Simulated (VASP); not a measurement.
# MnAu (P4/mmm) in VASP: single point with LDA

Aim: the single point of MnAu with LDA.

Program: VASP 6.6.1. These are calculated values, not measurements. Logs are shortened: lines on timing, memory, paths and dates and some standing lists are left out, and cuts for length are marked.

### 1 The cell of the first run

It takes space group P4/mmm (No. 123, tetragonal). The conventional cell has a = 2.933 Å, b = 2.933 Å, c = 3.478 Å, α = 90.00°, β = 90.00°, γ = 90.00°. Within 3.6 Å of Mn (site symmetry 4/mmm) lie 8 Au at 2.71 Å and 6 Mn at 2.93 to 3.48 Å. Au (site symmetry 4/mmm) has 8 Mn at 2.71 Å and 6 Au at 2.93 to 3.48 Å within 3.6 Å.

### 2 Single point, LDA, collinear spin, ferromagnetic start

File INCAR:

```
SYSTEM = MnAu
ALGO     = Normal         ! electronic algorithm
EDIFF    = 1E-7           ! SCF threshold, eV
ENCUT    = 520            ! plane-wave cutoff, eV
ISIF     = 2              ! what is computed and relaxed
ISMEAR   = 0              ! smearing method
ISPIN    = 2              ! spin polarisation
LASPH    = .TRUE.         ! aspherical terms in the spheres
LCHARG   = .FALSE.        ! write CHGCAR
LMAXMIX  = 4              ! l up to which the mixer works
LORBIT   = 11             ! projections on sites
LREAL    = .FALSE.        ! projectors in reciprocal space
LWAVE    = .FALSE.        ! write WAVECAR
MAGMOM   = 3.91 0.14      ! initial moments
NBANDS   = 23             ! bands
NELM     = 150            ! most SCF steps
PREC     = Accurate       ! precision mode
SIGMA    = 0.15           ! smearing width, eV
```

File KPOINTS:

```
k-points
0
G
  16 16 14
  0 0 0
```

File POSCAR:

```
MnAu
1.0
    2.9325328501      0.0000000000      0.0000000000
    0.0000000000      2.9325328501      0.0000000000
    0.0000000000      0.0000000000      3.4775205403
Mn Au
1 1
Direct
    0.5000000000      0.5000000000      0.5000000000
    0.0000000000      0.0000000000      0.0000000000
```

Potentials or basis: VASP PAW LDA potentials, release 64 (Mn_pv, Au).

Started as:

```bash
cat potpaw_LDA.64/Mn_pv/POTCAR potpaw_LDA.64/Au/POTCAR > POTCAR
mpirun -np 1 vasp_std > vasp.out
```

OUTCAR:

```text
SYSTEM = MnAu
   EDIFF = 1E-7
   ENCUT = 520
   ISIF = 2
   ISMEAR = 0
   ISPIN = 2
   LASPH = .TRUE.
   LORBIT = 11
   LREAL = .FALSE.
   NELM = 150
   PREC = Accurate

 ion  position               nearest neighbor table
   1  0.500  0.500  0.500-   2 2.71   2 2.71   2 2.71   2 2.71   2 2.71   2 2.71   2 2.71   2 2.71

   2  0.000  0.000  0.000-   1 2.71   1 2.71   1 2.71   1 2.71   1 2.71   1 2.71   1 2.71   1 2.71

  LATTYP: Found a simple tetragonal cell.
 ALAT       =     2.9325328501
 C/A-ratio  =     1.1858419728

  Lattice vectors:

 A1 = (   2.9325328501,   0.0000000000,   0.0000000000)
 A2 = (   0.0000000000,   2.9325328501,   0.0000000000)
 A3 = (   0.0000000000,   0.0000000000,   3.4775205403)

Analysis of symmetry for initial positions (statically):
=====================================================================
 Subroutine PRICEL returns:
 Original cell was already a primitive cell.

 Routine SETGRP: Setting up the symmetry group for a
 simple tetragonal supercell.

 Subroutine GETGRP returns: Found 16 space group operations
 (whereof 16 operations were pure point group operations)
 out of a pool of 16 trial point group operations.

The static configuration has the point symmetry D_4h.

Analysis of symmetry for dynamics (positions and initial velocities):
=====================================================================
 Subroutine PRICEL returns:
 Original cell was already a primitive cell.

 Routine SETGRP: Setting up the symmetry group for a
 simple tetragonal supercell.

 Subroutine GETGRP returns: Found 16 space group operations
 (whereof 16 operations were pure point group operations)
 out of a pool of 16 trial point group operations.

The dynamic configuration has the point symmetry D_4h.

Analysis of structural, dynamic, and magnetic symmetry:
=====================================================================
 Subroutine PRICEL returns:
 Original cell was already a primitive cell.

 Routine SETGRP: Setting up the symmetry group for a
 simple tetragonal supercell.

 Subroutine GETGRP returns: Found 16 space group operations
 (whereof 16 operations were pure point group operations)
 out of a pool of 16 trial point group operations.

The overall configuration has the point symmetry D_4h.

 Subroutine INISYM returns: Found 16 space group operations
 (whereof 16 operations are pure point group operations),
 and found     1 'primitive' translations

----------------------------------------------------------------------------------------

[... 110 lines left out ...]
   IMIX   =      4    mixing-type and parameters
     AMIX     =   0.40;   BMIX     =  1.00
     AMIX_MAG =   1.60;   BMIX_MAG =  1.00
  volume/ion in A,a.u.               =      14.95       100.91
  Fermi-wavevector in a.u.,A,eV,Ry     =   1.521342  2.874919 31.490418  2.314480
  Thomas-Fermi vector in A             =   2.630070
   LORBIT       =     11    0 simple, 1 ext, 2 COOP (PROOUT), +10 PAW based schemes
   GGA     = CA    functional components
   LHFCALC =     F    Hartree Fock is set to
   AEXX    =    0.0000 exact exchange contribution
   IVDW    =     0    specifies the selected vdW correction
   LEPSILON=     F    determine dielectric tensor
   LRPA    =     F    only Hartree local field effects (RPA)
 spin polarized calculation
 Gauss-broadening in eV      SIGMA  =   0.15
  energy-cutoff  :      520.00
  volume of cell :       29.91
 maximum number of plane-waves:       829
 NGX is ok and might be reduce to    24
   NGX = 11   NGY = 11   NGZ = 13

 number of electron      23.9999992 magnetization       3.7119407

 Free energy of the ion-electron system (eV)
  ---------------------------------------------------
  ext. energy  EPLUGINS =         0.00000000
  ---------------------------------------------------
  free energy    TOTEN  =       -13.94456566 eV

  energy without entropy =      -13.92369652  energy(sigma->0) =      -13.93413109

 E-fermi :   9.4206     XC(G=0): -13.0760

 val. band max:        9.4205941389   @ k =   0.4375   0.1875   0.2143
 cond. band min:       9.4256925271   @ k =   0.3125   0.2500   0.3571
 fundamental gap:      0.0050983882
 Fermi energy:         9.4206026147

 spin component 1

 k-point     1 :       0.0000    0.0000    0.0000
  band No.  band energies     occupation
      1     -39.7433      1.00000
      2     -39.6567      1.00000
      3     -39.6567      1.00000
      4      -0.4143      1.00000
      5       2.5732      1.00000
      6       2.5951      1.00000
[... 613 lines left out ...]
     22      28.5443      0.00000
     23      30.0564      0.00000

 [... further k-points ...]

 spin component 2

 k-point     1 :       0.0000    0.0000    0.0000
  band No.  band energies     occupation
      1     -36.3256      1.00000
      2     -36.2639      1.00000
      3     -36.2639      1.00000
      4      -0.0601      1.00000
      5       2.8041      1.00000
      6       2.9445      1.00000
[... 613 lines left out ...]
     22      29.2572      0.00000
     23      30.4739      0.00000

 [... further k-points ...]
[... 5 lines left out ...]
  --------------------------------------------------------------------------------------
  -------------------------------------------------------------------------------------
  Total       -0.1830498     -0.1830498     -0.0144734      0.0000000     -0.0000000     -0.0000000
  in kB       -9.8067354     -9.8067354     -0.7753991      0.0000000     -0.0000000     -0.0000000
  external PRESSURE =      -6.7962900 kB  Pullay stress =       0.0000000 kB

 VOLUME and BASIS-vectors are now :
 -----------------------------------------------------------------------------
  energy-cutoff  :      520.00
  volume of cell :       29.91
      direct lattice vectors                 reciprocal lattice vectors
     2.932532850  0.000000000  0.000000000     0.341002148  0.000000000  0.000000000
     0.000000000  2.932532850  0.000000000     0.000000000  0.341002148  0.000000000
     0.000000000  0.000000000  3.477520540     0.000000000  0.000000000  0.287561206

 POSITION                                       TOTAL-FORCE (eV/Angst)
 -----------------------------------------------------------------------------------
      1.46627      1.46627      1.73876         0.000000      0.000000      0.000000
      0.00000      0.00000      0.00000         0.000000      0.000000      0.000000
 -----------------------------------------------------------------------------------
    total drift:                                0.000000      0.000000     -0.000000

  FREE ENERGIE OF THE ION-ELECTRON SYSTEM (eV)
  ---------------------------------------------------
  free  energy   TOTEN  =       -13.9445656591 eV

  energy  without entropy=      -13.9236965151  energy(sigma->0) =      -13.93413109

 total charge

# of ion       s       p       d       tot
------------------------------------------
    1        0.292   6.238   5.034  11.565
    2        0.688   0.485   8.653   9.826
--------------------------------------------------
tot          0.980   6.724  13.687  21.390

 magnetization (x)

# of ion       s       p       d       tot
------------------------------------------
    1        0.010   0.014   3.445   3.468
    2       -0.040  -0.023   0.163   0.099
--------------------------------------------------
tot         -0.030  -0.010   3.608   3.568
```

stdout:

```text
POSCAR found type information on POSCAR MnAu
 POSCAR found :  2 types and       2 ions
 scaLAPACK will be used
 LDA part: xc-table for (Slater(with rela. corr.)+CA(PZ))
 , standard interpolation
 POSCAR, INCAR and KPOINTS ok, starting setup
 FFT: planning ... GRIDC
 FFT: planning ... GRID_SOFT
 FFT: planning ... GRID
 WAVECAR not read
 entering main loop
```

Run time: 9.8 min. Hardware: 1 thread of Intel Xeon 8259CL, shared host; peak memory 0.45 GiB.

Results:

```
Free energy                                           : -13.9446 eV
Pressure                                              : -0.7 GPa
Net moment                                            : 3.71 μB per cell
Site moments                                          : Mn +3.47; Au +0.10 μB
Valence electrons inside the program's atomic spheres : Mn 11.56; Au 9.83
```

Caveat: spin-orbit coupling is left out, which moves the levels of the heavy elements.
